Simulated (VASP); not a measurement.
# HfTe2W2 (P4/mmm) in VASP: further runs

HfTe2W2 is run at these levels: PBE; tasks: single point, relaxation of cell and atoms.

Program: VASP 6.6.1. These are calculated values, not measurements. Logs are shortened: lines on timing, memory, paths and dates and some standing lists are left out, and cuts for length are marked.

**1. The cell of the first run**

It takes space group P4/mmm (No. 123, tetragonal). Conventional cell: a = 4.617 Å, b = 4.617 Å, c = 5.380 Å, α = 90.00°, β = 90.00°, γ = 90.00°. Within 4.7 Å of Hf (site symmetry 4/mmm) lie 8 W at 3.47 Å and 8 Te at 3.54 Å and 4 Hf at 4.62 Å. Within 3.6 Å of Te (site symmetry mmm) lie 4 W at 2.76 Å and 4 Te at 3.26 Å and 4 Hf at 3.54 Å. Within 3.1 Å of W (site symmetry 4mm) lie 2 W at 2.36 to 3.02 Å and 4 Te at 2.76 Å.

The cell was built from a structure type or drawn by symmetry, and may not be a known phase.

**2. Single point, PBE**

The input, INCAR:

```
  PREC = Accurate
  ENCUT = 520
  EDIFF = 1E-6
  ISMEAR = 0
  SIGMA = 0.1
  LREAL = False
  LASPH = True
  NELM = 100
  ALGO = Normal
  ISIF = 2
  LWAVE = False
  LCHARG = False
  GGA = PE
  NBANDS = 33
```

The input, KPOINTS:

```
regular mesh
0
Gamma
  4 4 4
```

The input, POSCAR:

```
HfTe2W2
1.0
    4.6168799796      0.0000000000      0.0000000000
    0.0000000000      4.6168799796      0.0000000000
    0.0000000000      0.0000000000      5.3795402206
Hf Te W
1 2 2
Direct
    0.0000000000      0.0000000000      0.0000000000
    0.0000000000      0.5000000000      0.5000000000
    0.5000000000      0.0000000000      0.5000000000
    0.5000000000      0.5000000000      0.2192572592
    0.5000000000      0.5000000000      0.7807427408
```

Potentials or basis: VASP PAW PBE potentials, release 64 (Hf_pv, Te, W_sv).

Started as:

```bash
> cat potpaw_PBE.64/Hf_pv/POTCAR potpaw_PBE.64/Te/POTCAR potpaw_PBE.64/W_sv/POTCAR > POTCAR
> mpirun -np 1 vasp_std > vasp.out
```

OUTCAR:

```text
PREC = Accurate
   ENCUT = 520
   EDIFF = 1E-6
   ISMEAR = 0
   LREAL = False
   LASPH = True
   NELM = 100
   ISIF = 2
   GGA = PE

 ion  position               nearest neighbor table
   1  0.000  0.000  0.000-   4 3.47   5 3.47   4 3.47   5 3.47   4 3.47   5 3.47   4 3.47   5 3.47
                             3 3.54   2 3.54   3 3.54   2 3.54   3 3.54   3 3.54   2 3.54   2 3.54
   2  0.000  0.500  0.500-   4 2.76   5 2.76   4 2.76   5 2.76   3 3.26   3 3.26   3 3.26   3 3.26
                             1 3.54   1 3.54   1 3.54   1 3.54
   3  0.500  0.000  0.500-   4 2.76   5 2.76   4 2.76   5 2.76   2 3.26   2 3.26   2 3.26   2 3.26
                             1 3.54   1 3.54   1 3.54   1 3.54
   4  0.500  0.500  0.219-   5 2.36   3 2.76   2 2.76   3 2.76   2 2.76   5 3.02   1 3.47   1 3.47
                             1 3.47   1 3.47
   5  0.500  0.500  0.781-   4 2.36   3 2.76   2 2.76   3 2.76   2 2.76   4 3.02   1 3.47   1 3.47
                             1 3.47   1 3.47

  LATTYP: Found a simple tetragonal cell.
 ALAT       =     4.6168799796
 C/A-ratio  =     1.1651895315

  Lattice vectors:

 A1 = (   4.6168799796,   0.0000000000,   0.0000000000)
 A2 = (   0.0000000000,   4.6168799796,   0.0000000000)
 A3 = (   0.0000000000,   0.0000000000,   5.3795402206)

Analysis of symmetry for initial positions (statically):
=====================================================================
 Subroutine PRICEL returns:
 Original cell was already a primitive cell.

 Routine SETGRP: Setting up the symmetry group for a
 simple tetragonal supercell.

 Subroutine GETGRP returns: Found 16 space group operations
 (whereof 16 operations were pure point group operations)
 out of a pool of 16 trial point group operations.

The static configuration has the point symmetry D_4h.

Analysis of symmetry for dynamics (positions and initial velocities):
=====================================================================
 Subroutine PRICEL returns:
 Original cell was already a primitive cell.

 Routine SETGRP: Setting up the symmetry group for a
 simple tetragonal supercell.

 Subroutine GETGRP returns: Found 16 space group operations
 (whereof 16 operations were pure point group operations)
 out of a pool of 16 trial point group operations.

The dynamic configuration has the point symmetry D_4h.

 Subroutine INISYM returns: Found 16 space group operations
 (whereof 16 operations are pure point group operations),
 and found     1 'primitive' translations

----------------------------------------------------------------------------------------

                                     Primitive cell

  volume of cell :     114.6680

  direct lattice vectors                    reciprocal lattice vectors
     4.616879980  0.000000000  0.000000000     0.216596490  0.000000000  0.000000000
     0.000000000  4.616879980  0.000000000     0.000000000  0.216596490  0.000000000
     0.000000000  0.000000000  5.379540221     0.000000000  0.000000000  0.185889492

  length of vectors
     4.616879980  4.616879980  5.379540221     0.216596490  0.216596490  0.185889492

  position of ions in fractional coordinates (direct lattice)
     0.000000000  0.000000000  0.000000000
     0.000000000  0.500000000  0.500000000
     0.500000000  0.000000000  0.500000000
     0.500000000  0.500000000  0.219257259
     0.500000000  0.500000000  0.780742741

  ion indices of the primitive-cell ions
   primitive index   ion index
                 1           1
                 2           2
                 3           3
                 4           4
                 5           5

----------------------------------------------------------------------------------------

 KPOINTS: regular mesh

Automatic generation of k-mesh.
 Grid dimensions read from file:
 generate k-points for:    4    4    4

 Generating k-lattice:

  Cartesian coordinates                     Fractional coordinates (reciprocal lattice)
     0.054149123  0.000000000  0.000000000     0.250000000  0.000000000  0.000000000
     0.000000000  0.054149123  0.000000000     0.000000000  0.250000000  0.000000000
     0.000000000  0.000000000  0.046472373     0.000000000  0.000000000  0.250000000

  Length of vectors
     0.054149123  0.054149123  0.046472373

  Shift w.r.t. Gamma in fractional coordinates (k-lattice)
     0.000000000  0.000000000  0.000000000

 Subroutine IBZKPT returns following result:
 ===========================================

 Found     18 irreducible k-points:

 Following reciprocal coordinates:
            Coordinates               Weight
  0.000000  0.000000  0.000000      1.000000
  0.250000  0.000000  0.000000      4.000000
  0.500000  0.000000  0.000000      2.000000
  0.250000  0.250000  0.000000      4.000000
  0.500000  0.250000  0.000000      4.000000
  0.500000  0.500000  0.000000      1.000000
[... 10 lines left out ...]
  0.500000  0.250000  0.500000      4.000000
  0.500000  0.500000  0.500000      1.000000
   k-points           NKPTS =     18   k-points in BZ     NKDIM =     18   number of bands    NBANDS=     33
   number of dos      NEDOS =    301   number of ions     NIONS =      5
   total plane-waves  NPLWV =  51840
   dimension x,y,z NGX =    36 NGY =   36 NGZ =   40
   dimension x,y,z NGXF=    72 NGYF=   72 NGZF=   80
   ions per type =               1   2   2
   NGX,Y,Z   is equivalent  to a cutoff of  12.96, 12.96, 12.36 a.u.
   NGXF,Y,Z  is equivalent  to a cutoff of  25.93, 25.93, 24.72 a.u.
 SYSTEM =  unknown system
   PREC   = accura    normal or accurate (medium, high low for compatibility)
   ISTART =      0    job   : 0-new  1-cont  2-samecut
   ICHARG =      2    charge: 1-file 2-atom 10-const
   ISPIN  =      1    spin polarized calculation?
   LNONCOLLINEAR =      F non collinear calculations
   LSORBIT =      F    spin-orbit coupling
   LASPH  =      T    aspherical Exc in radial PAW
   ENCUT  =  520.0 eV  38.22 Ry    6.18 a.u.   8.58  8.58 10.00*2*pi/ulx,y,z
   NELM   =    100;   NELMIN=  2; NELMDL= -5     # of ELM steps
   EDIFF  = 0.1E-05   stopping-criterion for ELM
   LREAL  =      F    real-space projection
   EDIFFG = 0.1E-04   stopping-criterion for IOM
   NSW    =      0    number of steps for IOM
   IBRION =     -1    ionic relax: 0-MD 1-quasi-New 2-CG
   NFREE  =      0    steps in history (QN), initial steepest desc. (CG)
   ISIF   =      2    stress and relaxation
   ISYM   =      2    0-nonsym 1-usesym 2-fastsym
   POTIM  = 0.5000    time-step for ionic-motion
   TEBEG  =    0.0;   TEEND  =   0.0 temperature during run
   PSTRESS=    0.0 pullay stress
   NELECT =      50.0000    total number of electrons
   NUPDOWN=      -1.0000    fix difference up-down
   EMIN   =  10.00;   EMAX   =-10.00  energy-range for DOS
   EFERMI =   0.00;   METHOD = LEGACY
   ISMEAR =     0;   SIGMA  =   0.10  broadening in eV -4-tet -1-fermi 0-gaus
   EFERMI_NEDOS =   21; number of points for ismear=-14 and -15
   IALGO  =     38    algorithm
   IMIX   =      4    mixing-type and parameters
     AMIX     =   0.40;   BMIX     =  1.00
     AMIX_MAG =   1.60;   BMIX_MAG =  1.00
  volume/ion in A,a.u.               =      22.93       154.76
  Fermi-wavevector in a.u.,A,eV,Ry     =   1.241416  2.345936 20.968130  1.541114
  Thomas-Fermi vector in A             =   2.375815
   LORBIT       =      0    0 simple, 1 ext, 2 COOP (PROOUT), +10 PAW based schemes
   GGA     = PE    functional components
   LHFCALC =     F    Hartree Fock is set to
   AEXX    =    0.0000 exact exchange contribution
   IVDW    =     0    specifies the selected vdW correction
   LEPSILON=     F    determine dielectric tensor
   LRPA    =     F    only Hartree local field effects (RPA)
 non-spin polarized calculation
 Gauss-broadening in eV      SIGMA  =   0.10
  energy-cutoff  :      520.00
  volume of cell :      114.67
 maximum number of plane-waves:      3116
 NGX is ok and might be reduce to    36
   NGX = 17   NGY = 17   NGZ = 21

 number of electron      50.0000011 magnetization

 Free energy of the ion-electron system (eV)
  ---------------------------------------------------
  ext. energy  EPLUGINS =         0.00000000
  ---------------------------------------------------
  free energy    TOTEN  =       -37.92908903 eV

  energy without entropy =      -37.91603653  energy(sigma->0) =      -37.92256278

 E-fermi :   8.3903     XC(G=0): -11.1660

 val. band max:        8.3700258839   @ k =   0.5000   0.5000   0.5000
 cond. band min:       8.3923474551   @ k =   0.5000   0.5000   0.2500
 fundamental gap:      0.0223215712
 Fermi energy:         8.3902928769

 k-point     1 :       0.0000    0.0000    0.0000
  band No.  band energies     occupation
      1     -65.5533      2.00000
      2     -65.3853      2.00000
      3     -30.5416      2.00000
      4     -29.8644      2.00000
      5     -29.8644      2.00000
      6     -29.6538      2.00000
[... 25 lines left out ...]
     32      10.5982      0.00000
     33      11.0573      0.00000

 k-point     2 :       0.2500    0.0000    0.0000
  band No.  band energies     occupation
      1     -65.5533      2.00000
      2     -65.3852      2.00000
      3     -30.5417      2.00000
      4     -29.8661      2.00000
      5     -29.8640      2.00000
      6     -29.6568      2.00000
[... 25 lines left out ...]
     32      10.7480      0.00000
     33      11.4095      0.00000

 k-point     3 :       0.5000    0.0000    0.0000
  band No.  band energies     occupation
      1     -65.5534      2.00000
      2     -65.3852      2.00000
      3     -30.5418      2.00000
      4     -29.8677      2.00000
      5     -29.8637      2.00000
      6     -29.6598      2.00000
[... 25 lines left out ...]
     32      10.9857      0.00000
     33      11.2119      0.00000

 k-point     4 :       0.2500    0.2500    0.0000
  band No.  band energies     occupation
      1     -65.5533      2.00000
      2     -65.3852      2.00000
      3     -30.5417      2.00000
      4     -29.8661      2.00000
      5     -29.8657      2.00000
      6     -29.6568      2.00000
[... 25 lines left out ...]
     32      11.0027      0.00000
     33      11.4276      0.00000

 k-point     5 :       0.5000    0.2500    0.0000
  band No.  band energies     occupation
      1     -65.5533      2.00000
      2     -65.3852      2.00000
      3     -30.5418      2.00000
      4     -29.8678      2.00000
      5     -29.8658      2.00000
      6     -29.6597      2.00000
[... 388 lines left out ...]
 k-point    16 :       0.2500    0.2500    0.5000
  band No.  band energies     occupation
      1     -65.5445      2.00000
      2     -65.3943      2.00000
      3     -30.3628      2.00000
      4     -29.8412      2.00000
      5     -29.8408      2.00000
      6     -29.6827      2.00000
[... 25 lines left out ...]
     32      10.5992      0.00000
     33      10.9293      0.00000

 k-point    17 :       0.5000    0.2500    0.5000
  band No.  band energies     occupation
      1     -65.5444      2.00000
      2     -65.3943      2.00000
      3     -30.3622      2.00000
      4     -29.8441      2.00000
      5     -29.8410      2.00000
      6     -29.6843      2.00000
[... 25 lines left out ...]
     32      10.2642      0.00000
     33      10.8763      0.00000

 k-point    18 :       0.5000    0.5000    0.5000
  band No.  band energies     occupation
      1     -65.5443      2.00000
      2     -65.3943      2.00000
      3     -30.3616      2.00000
      4     -29.8443      2.00000
      5     -29.8443      2.00000
      6     -29.6841      2.00000
[... 25 lines left out ...]
     32      10.5409      0.00000
     33      10.5409      0.00000

------------------------ aborting loop because EDIFF is reached ----------------------------------------

  FORCE on cell =-STRESS in cart. coord.  units (eV):
  Direction    XX          YY          ZZ          XY          YZ          ZX
  --------------------------------------------------------------------------------------
  -------------------------------------------------------------------------------------
  Total       -0.0903831     -0.0903831      0.1871625      0.0000000      0.0000000     -0.0000000
  in kB       -1.2628611     -1.2628611      2.6150921      0.0000000      0.0000000     -0.0000000
  external PRESSURE =       0.0297900 kB  Pullay stress =       0.0000000 kB

 VOLUME and BASIS-vectors are now :
 -----------------------------------------------------------------------------
  energy-cutoff  :      520.00
  volume of cell :      114.67
      direct lattice vectors                 reciprocal lattice vectors
     4.616879980  0.000000000  0.000000000     0.216596490  0.000000000  0.000000000
     0.000000000  4.616879980  0.000000000     0.000000000  0.216596490  0.000000000
     0.000000000  0.000000000  5.379540221     0.000000000  0.000000000  0.185889492

 POSITION                                       TOTAL-FORCE (eV/Angst)
 -----------------------------------------------------------------------------------
      0.00000      0.00000      0.00000         0.000000      0.000000      0.000000
      0.00000      2.30844      2.68977         0.000000      0.000000      0.000000
      2.30844      0.00000      2.68977         0.000000      0.000000      0.000000
      2.30844      2.30844      1.17950         0.000000     -0.000000      0.116679
      2.30844      2.30844      4.20004         0.000000      0.000000     -0.116679
 -----------------------------------------------------------------------------------
    total drift:                                0.000000      0.000000     -0.000000

  FREE ENERGIE OF THE ION-ELECTRON SYSTEM (eV)
  ---------------------------------------------------
  free  energy   TOTEN  =       -37.9290890290 eV

  energy  without entropy=      -37.9160365283  energy(sigma->0) =      -37.92256278
```

Wall time 1.7 min (1 thread of Intel Xeon 8259CL, shared host); peak memory 0.26 GiB.

What came out:

```yaml
Free_energy: -37.9291 eV
Pressure: 0.0 GPa
Largest_force: 0.117 eV/Å
Band_gap_on_the_k_mesh: zero (bands 25 and 26 overlap by 0.08 eV)
```

Forces on the atoms (eV/Å):
```
Hf   0.000  0.000  0.000
Te   0.000  0.000  0.000
Te   0.000  0.000  0.000
W    0.000  0.000  0.117
W    0.000  0.000 -0.117
```

Caveat: spin-orbit coupling is left out, which moves the levels of the heavy elements.

**3. Single point, PBE**

This run uses another cell than the first one, of 27.05 Å³/atom.

The input, INCAR:

```
ALGO = Normal ; EDIFF = 1E-6
ENCUT = 520 ; GGA = PE
ISIF = 2 ; ISMEAR = 0
LASPH = True ; LCHARG = True
LELF = True ; LREAL = False
LVHAR = True ; LWAVE = False
NBANDS = 33 ; NELM = 80
PREC = Accurate ; SIGMA = 0.1
```

The input, KPOINTS:

```
k-points
0
Gamma
  4 4 4
```

The input, POSCAR:

```
HfTe2W2
1.0
    4.6371394200      0.0000000000      0.0000000000
    0.0000000000      4.6371394200      0.0000000000
    0.0000000000      0.0000000000      6.2901430900
Hf Te W
1 2 2
Direct
    0.0000000000      0.0000000000      0.0000000000
    0.0000000000      0.5000000000      0.5000000000
    0.5000000000      0.0000000000      0.5000000000
    0.5000000000      0.5000000000      0.2399999900
    0.5000000000      0.5000000000      0.7600000100
```

Potentials or basis: VASP PAW PBE potentials, release 64 (Hf_pv, Te, W_sv).

Started as:

```bash
> cat potpaw_PBE.64/Hf_pv/POTCAR potpaw_PBE.64/Te/POTCAR potpaw_PBE.64/W_sv/POTCAR > POTCAR
> mpirun -np 1 vasp_std > vasp.out
```

Wall time 2 min (1 thread of Intel Xeon 8259CL, shared host); peak memory 0.28 GiB.

It converged, with:

- Free energy: -35.4123 eV
- Pressure: -14.4 GPa
- Largest force: 2.082 eV/Å
- Band gap on the k mesh: zero (bands 25 and 26 overlap by 0.75 eV)

Forces on the atoms (eV/Å):
```
Hf   0.000  0.000  0.000
Te   0.000  0.000  0.000
Te   0.000  0.000  0.000
W    0.000  0.000 -2.082
W    0.000  0.000  2.082
```

Stress tensor (GPa, compression positive):
```
 -9.69   0.00   0.00
  0.00  -9.69   0.00
  0.00   0.00 -23.88
```

Levels at points of the mesh, in eV from the Fermi level:
```
           k point  band 22  band 23  band 24  band 25  band 26  band 27  band 28  band 29
(0.00, 0.00, 0.00)    -1.21    -0.89    -0.16     0.28     0.28     0.55     0.56     0.56
(0.50, 0.00, 0.00)    -1.57    -1.23    -0.63    -0.47     0.56     0.78     0.94     1.14
(0.50, 0.50, 0.00)    -1.40    -1.36    -0.85    -0.85    -0.09     0.16     0.16     1.12
(0.00, 0.00, 0.50)    -1.05    -0.74    -0.74    -0.68     0.48     0.56     0.67     0.90
(0.50, 0.00, 0.50)    -1.44    -1.21    -0.95    -0.44     0.13     0.32     0.44     0.66
(0.50, 0.50, 0.50)    -1.41    -0.53    -0.47    -0.47    -0.47    -0.30     0.54     0.82
```

Caveat: the cell stands under tension; spin-orbit coupling is left out, which moves the levels of the heavy elements; forces of over 1 eV/Å act on the atoms, so gaps and moduli don't describe the material at rest.

**4. Single point, PBE**

This run uses another cell than the first one, of 22.79 Å³/atom.

The input, INCAR:

```
SYSTEM = HfTe2W2
PREC = Accurate
ENCUT = 520
EDIFF = 1E-7
ISMEAR = 0
SIGMA = 0.1
LREAL = .False.
LASPH = .True.
NELM = 60
ALGO = Fast
ISIF = 2
LWAVE = .False.
LCHARG = .False.
GGA = PE
NBANDS = 33
```

The input, KPOINTS:

```
regular mesh
0
Gamma
  8 8 8
  0 0 0
```

The input, POSCAR:

```
HfTe2W2
1.0
    4.5645082002      0.0000000000      0.0000000000
    0.0000000000      4.5645082002      0.0000000000
    0.0000000000      0.0000000000      5.4689979899
Hf Te W
1 2 2
Direct
    0.0000000000      0.0000000000      0.0000000000
    0.0000000000      0.5000000000      0.5000000000
    0.5000000000      0.0000000000      0.5000000000
    0.5000000000      0.5000000000      0.2164294217
    0.5000000000      0.5000000000      0.7835705783
```

Started as:

```bash
> cat potpaw_PBE.64/Hf_pv/POTCAR potpaw_PBE.64/Te/POTCAR potpaw_PBE.64/W_sv/POTCAR > POTCAR
> mpirun -np 1 vasp_std > vasp.out
```

Run time: 8.4 min. Hardware: 1 thread of Intel Xeon 8259CL, shared host; peak memory 0.42 GiB.

The run converged. Its results:

| Item | Value |
| --- | --- |
| Free energy | -37.9133 eV |
| Pressure | 0.0 GPa |
| Largest force | 0.101 eV/Å |
| Band gap on the k mesh | zero (bands 25 and 26 overlap by 0.43 eV) |

Forces in eV/Å, atoms in the order of the input:
```
Hf   0.000  0.000  0.000
Te   0.000  0.000  0.000
Te   0.000  0.000  0.000
W    0.000  0.000  0.101
W    0.000  0.000 -0.101
```

Stress tensor (GPa, compression positive):
```
-0.15  0.00  0.00
 0.00 -0.15  0.00
 0.00  0.00  0.27
```

Levels at points of the mesh, in eV from the Fermi level:
| k point | band 21 | band 22 | band 23 | band 24 | band 25 | band 26 | band 27 | band 28 | band 29 | band 30 |
| --- | --- | --- | --- | --- | --- | --- | --- | --- | --- | --- |
| (0.00, 0.00, 0.00) | -2.03 | -2.03 | -1.19 | -0.02 | -0.02 | 0.05 | 0.10 | 0.99 | 0.99 | 1.85 |
| (0.50, 0.00, 0.00) | -2.57 | -1.74 | -1.40 | -1.39 | -0.27 | 0.61 | 1.07 | 1.43 | 1.59 | 1.85 |
| (0.50, 0.50, 0.00) | -2.65 | -1.27 | -1.21 | -1.03 | -0.61 | 0.15 | 1.03 | 1.36 | 1.36 | 1.93 |
| (0.00, 0.00, 0.50) | -1.71 | -1.65 | -1.40 | -1.40 | -0.72 | -0.17 | 1.24 | 1.39 | 1.56 | 2.04 |
| (0.50, 0.00, 0.50) | -2.14 | -1.58 | -1.47 | -1.18 | -0.99 | 0.28 | 0.83 | 0.97 | 1.17 | 1.34 |
| (0.50, 0.50, 0.50) | -2.31 | -2.31 | -1.13 | -0.64 | -0.10 | 0.08 | 0.08 | 0.61 | 0.97 | 1.76 |

Caveat: spin-orbit coupling is left out, which moves the levels of the heavy elements.

[end of part 1 of 2]
